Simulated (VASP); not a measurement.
# Al6W (Cmcm) in VASP: single point with PBE

Aim: the single point of Al6W with PBE.

All numbers are computed with VASP 6.6.1; they aren't measurements. Logs are shortened: lines on timing, memory, paths and dates and some standing lists are left out, and cuts for length are marked.

## (1) The cell of the first run

Symmetry: Cmcm, No. 63, orthorhombic system. Conventional cell: a = 7.718 Å, b = 6.806 Å, c = 9.097 Å, α = 90.00°, β = 90.00°, γ = 90.00°. Al (site symmetry m) has 10 Al at 2.53 to 3.04 Å and 1 W at 2.59 Å within 3.3 Å. Within 3.6 Å of Al (site symmetry m) lie 2 W at 2.68 to 2.71 Å and 13 Al at 2.77 to 3.57 Å. Al (site symmetry 2) has 2 W at 2.66 Å and 11 Al at 2.68 to 3.60 Å within 3.7 Å. W (site symmetry m2m) has 10 Al at 2.59 to 2.71 Å within 3.4 Å.

## (2) Single point, PBE

Contents of INCAR:

```
ALGO = Normal
EDIFF = 1E-6
ENCUT = 500
GGA = PE
GGA_COMPAT = F
ISIF = 2
ISMEAR = 0
LASPH = T
LCHARG = F
LREAL = F
LWAVE = F
NBANDS = 45
NELM = 120
PREC = Accurate
SIGMA = 0.1
```

Contents of KPOINTS:

```
k-points
0
Gamma
  6 6 4
```

Contents of POSCAR:

```
Al6W
1.0
    3.8589555898     -3.4029185359      0.0000000000
    3.8589555898      3.4029185359      0.0000000000
    0.0000000000      0.0000000000      9.0970335743
Al W
12 2
Direct
    0.1233669888      0.8766330112      0.1040674823
    0.1233669888      0.8766330112      0.3959325177
    0.8766330112      0.1233669888      0.8959325177
    0.8766330112      0.1233669888      0.6040674823
    0.3918341669      0.9666740394      0.7500000000
    0.0333259606      0.6081658331      0.7500000000
    0.9666740394      0.3918341669      0.2500000000
    0.6081658331      0.0333259606      0.2500000000
    0.6733290165      0.6733290165      0.0000000000
    0.6733290165      0.6733290165      0.5000000000
    0.3266709835      0.3266709835      0.5000000000
    0.3266709835      0.3266709835      0.0000000000
    0.4509567153      0.5490432847      0.2500000000
    0.5490432847      0.4509567153      0.7500000000
```

Potentials or basis: VASP PAW PBE potentials, release 64 (Al, W_sv).

Launch:

```bash
> cat potpaw_PBE.64/Al/POTCAR potpaw_PBE.64/W_sv/POTCAR > POTCAR
> mpirun -np 1 vasp_std > vasp.out
```

OUTCAR:

```text
EDIFF = 1E-6
   ENCUT = 500
   GGA = PE
   ISIF = 2
   ISMEAR = 0
   LASPH = T
   LREAL = F
   NELM = 120
   PREC = Accurate

 ion  position               nearest neighbor table
   1  0.123  0.877  0.104-   3 2.53  13 2.59   2 2.66  12 2.82   9 2.82   7 2.98   8 2.98   7 3.02
                             8 3.02  12 3.04   9 3.04
   2  0.123  0.877  0.396-   4 2.53  13 2.59   1 2.66  11 2.82  10 2.82   7 2.98   8 2.98   7 3.02
                             8 3.02  11 3.04  10 3.04
   3  0.877  0.123  0.896-   1 2.53  14 2.59   4 2.66  12 2.82   9 2.82   5 2.98   6 2.98   5 3.02
                             6 3.02   9 3.04  12 3.04
   4  0.877  0.123  0.604-   2 2.53  14 2.59   3 2.66  11 2.82  10 2.82   5 2.98   6 2.98   5 3.02
                             6 3.02  10 3.04  11 3.04
   5  0.392  0.967  0.750-  14 2.68  14 2.71   6 2.77  11 2.93  12 2.93   3 2.98   4 2.98   9 3.00
                            10 3.00   4 3.02   3 3.02
   6  0.033  0.608  0.750-  14 2.68  14 2.71   5 2.77  10 2.93   9 2.93   3 2.98   4 2.98  12 3.00
                            11 3.00   3 3.02   4 3.02
   7  0.967  0.392  0.250-  13 2.68  13 2.71   8 2.77  11 2.93  12 2.93   2 2.98   1 2.98   9 3.00
                            10 3.00   2 3.02   1 3.02
   8  0.608  0.033  0.250-  13 2.68  13 2.71   7 2.77  10 2.93   9 2.93   2 2.98   1 2.98  12 3.00
                            11 3.00   1 3.02   2 3.02
   9  0.673  0.673  0.000-  13 2.66  14 2.66  12 2.68   3 2.82   1 2.82   8 2.93   6 2.93   5 3.00
                             7 3.00   3 3.04   1 3.04
  10  0.673  0.673  0.500-  13 2.66  14 2.66  11 2.68   4 2.82   2 2.82   8 2.93   6 2.93   5 3.00
                             7 3.00   4 3.04   2 3.04
  11  0.327  0.327  0.500-  13 2.66  14 2.66  10 2.68   4 2.82   2 2.82   7 2.93   5 2.93   8 3.00
                             6 3.00   2 3.04   4 3.04
  12  0.327  0.327  0.000-  13 2.66  14 2.66   9 2.68   3 2.82   1 2.82   7 2.93   5 2.93   8 3.00
                             6 3.00   1 3.04   3 3.04
  13  0.451  0.549  0.250-   1 2.59   2 2.59   9 2.66  10 2.66  11 2.66  12 2.66   7 2.68   8 2.68
                             8 2.71   7 2.71
  14  0.549  0.451  0.750-   3 2.59   4 2.59   9 2.66  10 2.66  11 2.66  12 2.66   5 2.68   6 2.68
                             6 2.71   5 2.71

  LATTYP: Found a base centered orthorhombic cell.
 ALAT       =     6.8058370718
 B/A-ratio  =     1.1340135090
 C/A-ratio  =     1.3366516827

  Lattice vectors:

 A1 = (  -3.8589555898,  -3.4029185359,   0.0000000000)
 A2 = (   3.8589555898,  -3.4029185359,   0.0000000000)
 A3 = (   0.0000000000,   0.0000000000,   9.0970335743)

Analysis of symmetry for initial positions (statically):
=====================================================================
 Subroutine PRICEL returns:
 Original cell was already a primitive cell.

 Routine SETGRP: Setting up the symmetry group for a
 base centered orthorhombic supercell.

 Subroutine GETGRP returns: Found  8 space group operations
 (whereof  4 operations were pure point group operations)
 out of a pool of  8 trial point group operations.

The static configuration has the point symmetry C_2h.
 The point group associated with its full space group is D_2h.

Analysis of symmetry for dynamics (positions and initial velocities):
=====================================================================
 Subroutine PRICEL returns:
 Original cell was already a primitive cell.

 Routine SETGRP: Setting up the symmetry group for a
 base centered orthorhombic supercell.

 Subroutine GETGRP returns: Found  8 space group operations
 (whereof  4 operations were pure point group operations)
 out of a pool of  8 trial point group operations.

The dynamic configuration has the point symmetry C_2h.
 The point group associated with its full space group is D_2h.

 Subroutine INISYM returns: Found  8 space group operations
 (whereof  4 operations are pure point group operations),
 and found     1 'primitive' translations

----------------------------------------------------------------------------------------

                                     Primitive cell

  volume of cell :     238.9192

  direct lattice vectors                    reciprocal lattice vectors
     3.858955590 -3.402918536  0.000000000     0.129568737 -0.146932698  0.000000000
[... 52 lines left out ...]
     0.000000000  0.000000000  0.027481486     0.000000000  0.000000000  0.250000000

  Length of vectors
     0.032650198  0.032650198  0.027481486

  Shift w.r.t. Gamma in fractional coordinates (k-lattice)
     0.000000000  0.000000000  0.000000000

 Subroutine IBZKPT returns following result:
 ===========================================

 Found     39 irreducible k-points:

 Following reciprocal coordinates:
            Coordinates               Weight
  0.000000  0.000000  0.000000      1.000000
  0.166667  0.000000  0.000000      4.000000
  0.333333  0.000000  0.000000      4.000000
  0.500000  0.000000  0.000000      2.000000
  0.166667  0.166667  0.000000      2.000000
  0.333333  0.166667  0.000000      4.000000
[... 16 lines left out ...]
  0.333333  0.333333  0.250000      4.000000
  0.500000  0.333333  0.250000      8.000000
 [... further k-points ...]
   k-points           NKPTS =     39   k-points in BZ     NKDIM =     39   number of bands    NBANDS=     45
   number of dos      NEDOS =    301   number of ions     NIONS =     14
   total plane-waves  NPLWV = 112000
   dimension x,y,z NGX =    40 NGY =   40 NGZ =   70
   dimension x,y,z NGXF=    80 NGYF=   80 NGZF=  140
   ions per type =              12   2
   NGX,Y,Z   is equivalent  to a cutoff of  12.92, 12.92, 12.79 a.u.
   NGXF,Y,Z  is equivalent  to a cutoff of  25.85, 25.85, 25.58 a.u.
 SYSTEM =  unknown system
   PREC   = accura    normal or accurate (medium, high low for compatibility)
   ISTART =      0    job   : 0-new  1-cont  2-samecut
   ICHARG =      2    charge: 1-file 2-atom 10-const
   ISPIN  =      1    spin polarized calculation?
   LNONCOLLINEAR =      F non collinear calculations
   LSORBIT =      F    spin-orbit coupling
   LASPH  =      T    aspherical Exc in radial PAW
   ENCUT  =  500.0 eV  36.75 Ry    6.06 a.u.   9.38  9.38 16.59*2*pi/ulx,y,z
   NELM   =    120;   NELMIN=  2; NELMDL= -5     # of ELM steps
   EDIFF  = 0.1E-05   stopping-criterion for ELM
   LREAL  =      F    real-space projection
   EDIFFG = 0.1E-04   stopping-criterion for IOM
   NSW    =      0    number of steps for IOM
   IBRION =     -1    ionic relax: 0-MD 1-quasi-New 2-CG
   NFREE  =      0    steps in history (QN), initial steepest desc. (CG)
   ISIF   =      2    stress and relaxation
   ISYM   =      2    0-nonsym 1-usesym 2-fastsym
   POTIM  = 0.5000    time-step for ionic-motion
   TEBEG  =    0.0;   TEEND  =   0.0 temperature during run
   PSTRESS=    0.0 pullay stress
   NELECT =      64.0000    total number of electrons
   NUPDOWN=      -1.0000    fix difference up-down
   EMIN   =  10.00;   EMAX   =-10.00  energy-range for DOS
   EFERMI =   0.00;   METHOD = LEGACY
   ISMEAR =     0;   SIGMA  =   0.10  broadening in eV -4-tet -1-fermi 0-gaus
   EFERMI_NEDOS =   21; number of points for ismear=-14 and -15
   IALGO  =     38    algorithm
   IMIX   =      4    mixing-type and parameters
     AMIX     =   0.40;   BMIX     =  1.00
     AMIX_MAG =   1.60;   BMIX_MAG =  1.00
  volume/ion in A,a.u.               =      17.07       115.16
  Fermi-wavevector in a.u.,A,eV,Ry     =   1.055321  1.994267 15.152832  1.113702
  Thomas-Fermi vector in A             =   2.190514
   LORBIT       =      0    0 simple, 1 ext, 2 COOP (PROOUT), +10 PAW based schemes
   GGA     = PE    functional components
   LHFCALC =     F    Hartree Fock is set to
   AEXX    =    0.0000 exact exchange contribution
   IVDW    =     0    specifies the selected vdW correction
   LEPSILON=     F    determine dielectric tensor
   LRPA    =     F    only Hartree local field effects (RPA)
 non-spin polarized calculation
 Gauss-broadening in eV      SIGMA  =   0.10
  energy-cutoff  :      500.00
  volume of cell :      238.92
 maximum number of plane-waves:      6098
 NGX is ok and might be reduce to    40
   NGX = 19   NGY = 19   NGZ = 33

 number of electron      64.0000002 magnetization

 Free energy of the ion-electron system (eV)
  ---------------------------------------------------
  ext. energy  EPLUGINS =         0.00000000
  ---------------------------------------------------
  free energy    TOTEN  =       -71.45836706 eV

  energy without entropy =      -71.42652560  energy(sigma->0) =      -71.44244633

 E-fermi :   7.5996     XC(G=0): -10.4548

 val. band max:        7.5728170422   @ k =   0.3333   0.1667   0.5000
 cond. band min:       7.6011473914   @ k =   0.5000   0.5000   0.0000
 fundamental gap:      0.0283303492
 Fermi energy:         7.5996043779

 k-point     1 :       0.0000    0.0000    0.0000
  band No.  band energies     occupation
      1     -65.3012      2.00000
      2     -65.3012      2.00000
      3     -29.6230      2.00000
      4     -29.6229      2.00000
      5     -29.6059      2.00000
      6     -29.6021      2.00000
[... 1117 lines left out ...]
     43      11.3742      0.00000
     44      11.6716      0.00000

 [... further k-points ...]

 [bands above 44 left out]

------------------------ aborting loop because EDIFF is reached ----------------------------------------

  FORCE on cell =-STRESS in cart. coord.  units (eV):
  Direction    XX          YY          ZZ          XY          YZ          ZX
  --------------------------------------------------------------------------------------
  -------------------------------------------------------------------------------------
  Total       -0.0580913     -0.0504171     -0.0904685      0.0000000     -0.0000000      0.0000000
  in kB       -0.3895566     -0.3380940     -0.6066760      0.0000000     -0.0000000      0.0000000
  external PRESSURE =      -0.4447755 kB  Pullay stress =       0.0000000 kB

 VOLUME and BASIS-vectors are now :
 -----------------------------------------------------------------------------
  energy-cutoff  :      500.00
  volume of cell :      238.92
      direct lattice vectors                 reciprocal lattice vectors
     3.858955590 -3.402918536  0.000000000     0.129568737 -0.146932698  0.000000000
     3.858955590  3.402918536  0.000000000     0.129568737  0.146932698  0.000000000
     0.000000000  0.000000000  9.097033574     0.000000000  0.000000000  0.109925944

 POSITION                                       TOTAL-FORCE (eV/Angst)
 -----------------------------------------------------------------------------------
      3.85896      2.56330      0.94671         0.000000      0.002917     -0.006248
      3.85896      2.56330      3.60181         0.000000      0.002917      0.006248
      3.85896     -2.56330      8.15033         0.000000     -0.002917      0.006248
      3.85896     -2.56330      5.49522         0.000000     -0.002917     -0.006248
      5.24242      1.95613      6.82278        -0.002409     -0.000971      0.000000
      2.47549      1.95613      6.82278         0.002409     -0.000971      0.000000
      5.24242     -1.95613      2.27426        -0.002409      0.000971     -0.000000
      2.47549     -1.95613      2.27426         0.002409      0.000971     -0.000000
      5.19669      0.00000      0.00000         0.009669      0.000000      0.000000
      5.19669      0.00000      4.54852         0.009669      0.000000     -0.000000
      2.52122      0.00000      4.54852        -0.009669      0.000000      0.000000
      2.52122      0.00000      0.00000        -0.009669      0.000000     -0.000000
      3.85896      0.33378      2.27426         0.000000     -0.001495      0.000000
      3.85896     -0.33378      6.82278         0.000000      0.001495      0.000000
 -----------------------------------------------------------------------------------
    total drift:                                0.000000     -0.000000     -0.000000

  FREE ENERGIE OF THE ION-ELECTRON SYSTEM (eV)
  ---------------------------------------------------
  free  energy   TOTEN  =       -71.4583670561 eV

  energy  without entropy=      -71.4265255995  energy(sigma->0) =      -71.44244633
```

Wall time 4.8 min (1 thread of Oxide Virtual Turin-like, shared host); peak memory 0.47 GiB.

Results:

```
Free energy            : -71.4584 eV
Pressure               : 0.0 GPa
Largest force          : 0.010 eV/Å
Band gap on the k mesh : zero (bands 32 and 33 overlap by 0.56 eV)
```

Forces in eV/Å, atoms in the order of the input:
```
Al   0.000  0.003 -0.006
Al   0.000  0.003  0.006
Al   0.000 -0.003  0.006
Al   0.000 -0.003 -0.006
Al  -0.002 -0.001  0.000
Al   0.002 -0.001  0.000
Al  -0.002  0.001  0.000
Al   0.002  0.001  0.000
Al   0.010  0.000  0.000
Al   0.010  0.000  0.000
Al  -0.010  0.000  0.000
Al  -0.010  0.000  0.000
W    0.000 -0.001  0.000
W    0.000  0.001  0.000
```

Caveat: spin-orbit coupling is left out, which moves the levels of the heavy elements.

The gap in the log of VASP goes by the Fermi energy; the results here count the filled bands.